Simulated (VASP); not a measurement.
# Rh (P-3m1) in VASP: single point with PBEsol

Aim: the single point of Rh with PBEsol.

Program: VASP 6.6.1. These are calculated values, not measurements. Logs are shortened: lines on timing, memory, paths and dates and some standing lists are left out, and cuts for length are marked.

## (1) The cell of the first run

It takes space group P-3m1 (No. 164, trigonal). Conventional cell: a = 2.673 Å, b = 2.673 Å, c = 13.344 Å, α = 90.00°, β = 90.00°, γ = 120.00°. Within 3.5 Å of Rh (site symmetry 3m) lie 12 Rh at 2.67 to 2.88 Å. Rh (site symmetry 3m) has 12 Rh at 2.67 Å within 3.5 Å. Rh (site symmetry 3m) has 12 Rh at 2.67 Å within 3.5 Å.

## (2) Single point, PBEsol (the distance across one plane changed)

The input, INCAR:

```
SYSTEM = Rh
ALGO     = Fast           ! electronic algorithm
EDIFF    = 1E-6           ! SCF threshold, eV
ENCUT    = 520            ! plane-wave cutoff, eV
GGA      = PS             ! functional
ISIF     = 2              ! what is computed and relaxed
ISMEAR   = 0              ! smearing method
LASPH    = .TRUE.         ! aspherical terms in the spheres
LCHARG   = .FALSE.        ! write CHGCAR
LREAL    = .FALSE.        ! projectors in reciprocal space
LWAVE    = .FALSE.        ! write WAVECAR
NBANDS   = 54             ! bands
NELM     = 100            ! most SCF steps
PREC     = Accurate       ! precision mode
SIGMA    = 0.15           ! smearing width, eV
```

The input, KPOINTS:

```
k-points
0
G
  25 25 5
  0 0 0
```

The input, POSCAR:

```
Rh
1.0
    1.8899965795     -1.8899965795      0.0000000000
    1.8899965795      0.0000000000     -1.8899965795
    7.7043238853      7.7043238853      7.7043238853
Rh
6
Direct
    0.6666666667      0.6666666667      0.0817557607
    0.0000000000      0.0000000000      0.8994769121
    0.3333333333      0.3333333333      0.2452999910
    0.6666666667      0.6666666667      0.5723884516
    0.0000000000      0.0000000000      0.4088442213
    0.3333333333      0.3333333333      0.7359326818
```

Potentials or basis: VASP PAW PBE potentials, release 64 (Rh_pv).

Command:

```sh
> cat potpaw_PBE.64/Rh_pv/POTCAR > POTCAR
> mpirun -np 1 vasp_std > vasp.out
```

OUTCAR:

```text
SYSTEM = Rh
   EDIFF = 1E-6
   ENCUT = 520
   GGA = PS
   ISIF = 2
   ISMEAR = 0
   LASPH = .TRUE.
   LREAL = .FALSE.
   NELM = 100
   PREC = Accurate

 ion  position               nearest neighbor table
   1  0.667  0.667  0.082-   3 2.67   3 2.67   3 2.67   2 2.88   2 2.88   2 2.88
   2  0.000  0.000  0.899-   6 2.67   6 2.67   6 2.67   1 2.88   1 2.88   1 2.88
   3  0.333  0.333  0.245-   5 2.67   1 2.67   1 2.67   5 2.67   5 2.67   1 2.67
   4  0.667  0.667  0.572-   6 2.67   6 2.67   6 2.67   5 2.67   5 2.67   5 2.67
   5  0.000  0.000  0.409-   3 2.67   4 2.67   4 2.67   4 2.67   3 2.67   3 2.67
   6  0.333  0.333  0.736-   4 2.67   4 2.67   4 2.67   2 2.67   2 2.67   2 2.67

  LATTYP: Found a hexagonal cell.
 ALAT       =     2.6728587956
 C/A-ratio  =     4.9925122979

  Lattice vectors:

 A1 = (  -1.8899965795,   0.0000000000,   1.8899965795)
 A2 = (   1.8899965795,  -1.8899965795,   0.0000000000)
 A3 = (   7.7043238853,   7.7043238853,   7.7043238853)

Analysis of symmetry for initial positions (statically):
=====================================================================
 Subroutine PRICEL returns:
 Original cell was already a primitive cell.

 Routine SETGRP: Setting up the symmetry group for a
 hexagonal supercell.

 Subroutine GETGRP returns: Found 12 space group operations
 (whereof  6 operations were pure point group operations)
 out of a pool of 24 trial point group operations.

The static configuration has the point symmetry C_3v.
 The point group associated with its full space group is D_3d.

Analysis of symmetry for dynamics (positions and initial velocities):
=====================================================================
 Subroutine PRICEL returns:
 Original cell was already a primitive cell.

 Routine SETGRP: Setting up the symmetry group for a
 hexagonal supercell.

 Subroutine GETGRP returns: Found 12 space group operations
 (whereof  6 operations were pure point group operations)
 out of a pool of 24 trial point group operations.

The dynamic configuration has the point symmetry C_3v.
 The point group associated with its full space group is D_3d.

 Subroutine INISYM returns: Found 12 space group operations
 (whereof  6 operations are pure point group operations),
 and found     1 'primitive' translations

----------------------------------------------------------------------------------------

                                     Primitive cell

  volume of cell :      82.5615

  direct lattice vectors                    reciprocal lattice vectors
     1.889996579 -1.889996579  0.000000000     0.176367162 -0.352734324  0.176367162
     1.889996579  0.000000000 -1.889996579     0.176367162  0.176367162 -0.352734324
     7.704323885  7.704323885  7.704323885     0.043265748  0.043265748  0.043265748

  length of vectors
     2.672858796  2.672858796 13.344280407     0.432009555  0.432009555  0.074938473

  position of ions in fractional coordinates (direct lattice)
     0.666666667  0.666666667  0.081755761
     0.000000000  0.000000000  0.899476912
     0.333333333  0.333333333  0.245299991
     0.666666667  0.666666667  0.572388452
     0.000000000  0.000000000  0.408844221
     0.333333333  0.333333333  0.735932682

  ion indices of the primitive-cell ions
   primitive index   ion index
                 1           1
                 2           2
                 3           3
                 4           4
                 5           5
                 6           6

----------------------------------------------------------------------------------------

 KPOINTS: k-points

Automatic generation of k-mesh.
 Grid dimensions read from file:
 generate k-points for:   25   25    5

 Generating k-lattice:

  Cartesian coordinates                     Fractional coordinates (reciprocal lattice)
     0.007054686 -0.014109373  0.007054686     0.040000000  0.000000000  0.000000000
     0.007054686  0.007054686 -0.014109373     0.000000000  0.040000000  0.000000000
     0.008653150  0.008653150  0.008653150     0.000000000  0.000000000  0.200000000

  Length of vectors
     0.017280382  0.017280382  0.014987695

  Shift w.r.t. Gamma in fractional coordinates (k-lattice)
     0.000000000  0.000000000  0.000000000

 Subroutine IBZKPT returns following result:
 ===========================================

 Found    299 irreducible k-points:

 Following reciprocal coordinates:
            Coordinates               Weight
  0.000000  0.000000  0.000000      1.000000
  0.040000  0.000000  0.000000      6.000000
  0.080000  0.000000  0.000000      6.000000
  0.120000  0.000000  0.000000      6.000000
  0.160000  0.000000  0.000000      6.000000
  0.200000  0.000000  0.000000      6.000000
[... 16 lines left out ...]
  0.440000  0.040000  0.000000     12.000000
  0.480000  0.040000  0.000000     12.000000
 [... further k-points ...]
   k-points           NKPTS =    299   k-points in BZ     NKDIM =    299   number of bands    NBANDS=     54
   number of dos      NEDOS =    301   number of ions     NIONS =      6
   total plane-waves  NPLWV =  40000
   dimension x,y,z NGX =    20 NGY =   20 NGZ =  100
   dimension x,y,z NGXF=    40 NGYF=   40 NGZF=  200
   ions per type =               6
   NGX,Y,Z   is equivalent  to a cutoff of  12.44, 12.44, 12.46 a.u.
   NGXF,Y,Z  is equivalent  to a cutoff of  24.88, 24.88, 24.92 a.u.
 SYSTEM =  Rh
   PREC   = accura    normal or accurate (medium, high low for compatibility)
   ISTART =      0    job   : 0-new  1-cont  2-samecut
   ICHARG =      2    charge: 1-file 2-atom 10-const
   ISPIN  =      1    spin polarized calculation?
   LNONCOLLINEAR =      F non collinear calculations
   LSORBIT =      F    spin-orbit coupling
   LASPH  =      T    aspherical Exc in radial PAW
   ENCUT  =  520.0 eV  38.22 Ry    6.18 a.u.   4.97  4.97 24.81*2*pi/ulx,y,z
   NELM   =    100;   NELMIN=  2; NELMDL= -5     # of ELM steps
   EDIFF  = 0.1E-05   stopping-criterion for ELM
   LREAL  =      F    real-space projection
   EDIFFG = 0.1E-04   stopping-criterion for IOM
   NSW    =      0    number of steps for IOM
   IBRION =     -1    ionic relax: 0-MD 1-quasi-New 2-CG
   NFREE  =      0    steps in history (QN), initial steepest desc. (CG)
   ISIF   =      2    stress and relaxation
   ISYM   =      2    0-nonsym 1-usesym 2-fastsym
   POTIM  = 0.5000    time-step for ionic-motion
   TEBEG  =    0.0;   TEEND  =   0.0 temperature during run
   PSTRESS=    0.0 pullay stress
   NELECT =      90.0000    total number of electrons
   NUPDOWN=      -1.0000    fix difference up-down
   EMIN   =  10.00;   EMAX   =-10.00  energy-range for DOS
   EFERMI =   0.00;   METHOD = LEGACY
   ISMEAR =     0;   SIGMA  =   0.15  broadening in eV -4-tet -1-fermi 0-gaus
   EFERMI_NEDOS =   21; number of points for ismear=-14 and -15
   IALGO  =     68    algorithm
   IMIX   =      4    mixing-type and parameters
     AMIX     =   0.40;   BMIX     =  1.00
     AMIX_MAG =   1.60;   BMIX_MAG =  1.00
  volume/ion in A,a.u.               =      13.76        92.86
  Fermi-wavevector in a.u.,A,eV,Ry     =   1.684857  3.183918 38.623447  2.838743
  Thomas-Fermi vector in A             =   2.767805
   LORBIT       =      0    0 simple, 1 ext, 2 COOP (PROOUT), +10 PAW based schemes
   GGA     = PS    functional components
   LHFCALC =     F    Hartree Fock is set to
   AEXX    =    0.0000 exact exchange contribution
   IVDW    =     0    specifies the selected vdW correction
   LEPSILON=     F    determine dielectric tensor
   LRPA    =     F    only Hartree local field effects (RPA)
 non-spin polarized calculation
 RMM-DIIS sequential band-by-band and
 Gauss-broadening in eV      SIGMA  =   0.15
  energy-cutoff  :      520.00
  volume of cell :       82.56
 maximum number of plane-waves:      2261
   NGX =  9   NGY =  9   NGZ = 49

 number of electron      90.0000005 magnetization

 Free energy of the ion-electron system (eV)
  ---------------------------------------------------
  ext. energy  EPLUGINS =         0.00000000
  ---------------------------------------------------
  free energy    TOTEN  =       -48.69205662 eV

  energy without entropy =      -48.60330813  energy(sigma->0) =      -48.64768238

 E-fermi :  11.7409     XC(G=0): -14.2069

 val. band max:       11.7407931735   @ k =   0.3200   0.3200   0.2000
 cond. band min:      11.7409864639   @ k =   0.2800   0.3200   0.2000
 fundamental gap:      0.0001932904
 Fermi energy:        11.7409168016

 k-point     1 :       0.0000    0.0000    0.0000
  band No.  band energies     occupation
      1     -35.3755      2.00000
      2     -35.2286      2.00000
      3     -35.0574      2.00000
      4     -34.7776      2.00000
      5     -34.7352      2.00000
      6     -34.7352      2.00000
[... 46 lines left out ...]
     53      12.2982      0.00000
     54      12.2982      0.00000

 k-point     2 :       0.0400    0.0000    0.0000
  band No.  band energies     occupation
      1     -35.3719      2.00000
      2     -35.2268      2.00000
      3     -35.0569      2.00000
      4     -34.7829      2.00000
      5     -34.7437      2.00000
      6     -34.7381      2.00000
[... 46 lines left out ...]
     53      12.2898      0.00000
     54      13.0740      0.00000

 k-point     3 :       0.0800    0.0000    0.0000
  band No.  band energies     occupation
      1     -35.3613      2.00000
      2     -35.2215      2.00000
      3     -35.0559      2.00000
      4     -34.8022      2.00000
      5     -34.7687      2.00000
      6     -34.7548      2.00000
[... 46 lines left out ...]
     53      12.3702      0.00000
     54      13.9192      0.00000
[... 1084 lines left out ...]
 k-point    23 :       0.4400    0.0400    0.0000
  band No.  band energies     occupation
      1     -35.3582      2.00000
      2     -35.3240      2.00000
      3     -35.3002      2.00000
      4     -35.2654      2.00000
      5     -35.1593      2.00000
      6     -35.1297      2.00000
[... 46 lines left out ...]
     53      16.5015      0.00000
     54      18.5973      0.00000

 k-point    24 :       0.4800    0.0400    0.0000
  band No.  band energies     occupation
      1     -35.3844      2.00000
      2     -35.3447      2.00000
      3     -35.3214      2.00000
      4     -35.2919      2.00000
      5     -35.1765      2.00000
      6     -35.1522      2.00000
[... 46 lines left out ...]
     53      16.1917      0.00000
     54      17.4474      0.00000

 [... further k-points ...]
[... 5 lines left out ...]
  --------------------------------------------------------------------------------------
  -------------------------------------------------------------------------------------
  Total       -2.0383685     -2.0383685     -2.0383685     -0.9754362     -0.9754362     -0.9754362
  in kB      -39.5562815    -39.5562815    -39.5562815    -18.9291720    -18.9291720    -18.9291720
  external PRESSURE =     -39.5562815 kB  Pullay stress =       0.0000000 kB

 VOLUME and BASIS-vectors are now :
 -----------------------------------------------------------------------------
  energy-cutoff  :      520.00
  volume of cell :       82.56
      direct lattice vectors                 reciprocal lattice vectors
     1.889996579 -1.889996579  0.000000000     0.176367162 -0.352734324  0.176367162
     1.889996579  0.000000000 -1.889996579     0.176367162  0.176367162 -0.352734324
     7.704323885  7.704323885  7.704323885     0.043265748  0.043265748  0.043265748

 POSITION                                       TOTAL-FORCE (eV/Angst)
 -----------------------------------------------------------------------------------
      3.14987     -0.63012     -0.63012        -0.568782     -0.568782     -0.568782
      6.92986      6.92986      6.92986         0.568782      0.568782      0.568782
      3.14987      1.25987      1.25987        -0.122090     -0.122090     -0.122090
      6.92986      3.14987      3.14987         0.017699      0.017699      0.017699
      3.14987      3.14987      3.14987        -0.017699     -0.017699     -0.017699
      6.92986      5.03986      5.03986         0.122090      0.122090      0.122090
 -----------------------------------------------------------------------------------
    total drift:                                0.000002      0.000002      0.000002

  FREE ENERGIE OF THE ION-ELECTRON SYSTEM (eV)
  ---------------------------------------------------
  free  energy   TOTEN  =       -48.6920566166 eV

  energy  without entropy=      -48.6033081343  energy(sigma->0) =      -48.64768238
```

Wall time 19 min (1 thread of Oxide Virtual Turin-like, shared host); peak memory 0.83 GiB.

What came out:

* Free energy: -48.6921 eV
* Pressure: -4.0 GPa
* Largest force: 0.985 eV/Å
* Band gap on the k mesh: zero (bands 45 and 46 overlap by 2.09 eV)

Forces on the atoms (eV/Å):
```
Rh  -0.569 -0.569 -0.569
Rh   0.569  0.569  0.569
Rh  -0.122 -0.122 -0.122
Rh   0.018  0.018  0.018
Rh  -0.018 -0.018 -0.018
Rh   0.122  0.122  0.122
```

Caveat: the cell differs from its parent crystal (the distance across one plane changed); the cell stands under tension; the PAW data sets were made with another functional, which shifts forces and pressure a little.
